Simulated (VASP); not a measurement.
**KMgF3: single point with PBE**

The system is KMgF3.

```
CELL_PARAMETERS angstrom
-4.05516 0.00000 0.00000
0.00000 0.00000 -4.05516
0.00000 -8.11031 0.00000
ATOMIC_POSITIONS crystal
K 0.50000 0.50000 0.75000
K 0.50000 0.50000 0.25000
Mg 0.00000 0.00000 0.50000
Mg 0.00000 0.00000 0.00000
F 0.50000 0.00000 0.00000
F 0.50000 0.00000 0.50000
F 0.00000 0.00000 0.75000
F 0.00000 0.00000 0.25000
F 0.00000 0.50000 0.00000
F 0.00000 0.50000 0.50000
```

* Program: VASP 6.6.1
* Task: single point
* Functional: PBE
* Potentials or basis: VASP PAW PBE potentials, release 64 (K_sv, Mg, F)
* Cutoff: 520 eV
* k mesh: 4 × 4 × 2
* Occupations: gaussian, width 0.1 eV
* Spin: no spin polarisation
* Dipole correction: no
* Further INCAR settings: ALGO = Normal; EDIFF = 1e-06; NBANDS = 43

```yaml
Pressure: -0.4 GPa
Band_gap_on_the_k_mesh: 6.92 eV
```

Levels at points of the mesh, in eV from the valence-band top:
| k point | band 28 | band 29 | band 30 | band 31 | band 32 | band 33 | band 34 | band 35 | band 36 | band 37 |
| --- | --- | --- | --- | --- | --- | --- | --- | --- | --- | --- |
| (0.00, 0.00, 0.00) | -0.50 | -0.50 | -0.32 | -0.32 | -0.32 | 6.92 | 9.79 | 9.93 | 10.01 | 10.01 |
| (0.50, 0.00, 0.00) | -0.80 | -0.79 | -0.50 | -0.50 | -0.02 | 9.79 | 9.93 | 10.60 | 10.98 | 11.44 |
| (0.50, 0.50, 0.00) | -0.85 | -0.02 | 0.00 | 0.00 | 0.00 | 10.24 | 10.24 | 10.24 | 10.60 | 11.44 |
| (0.00, 0.00, 0.50) | -0.68 | -0.41 | -0.41 | -0.41 | -0.41 | 7.91 | 7.91 | 10.47 | 10.47 | 10.48 |
| (0.50, 0.00, 0.50) | -0.69 | -0.62 | -0.62 | -0.25 | -0.25 | 10.27 | 10.27 | 10.45 | 10.45 | 11.49 |
| (0.50, 0.50, 0.50) | -0.29 | -0.29 | -0.29 | -0.01 | -0.01 | 10.43 | 10.43 | 10.86 | 10.86 | 10.86 |

It took 110 s on 1 thread of Oxide Virtual Turin-like Processor, on a shared host, peak memory 0.2 GiB.

A k mesh can miss the band edges.
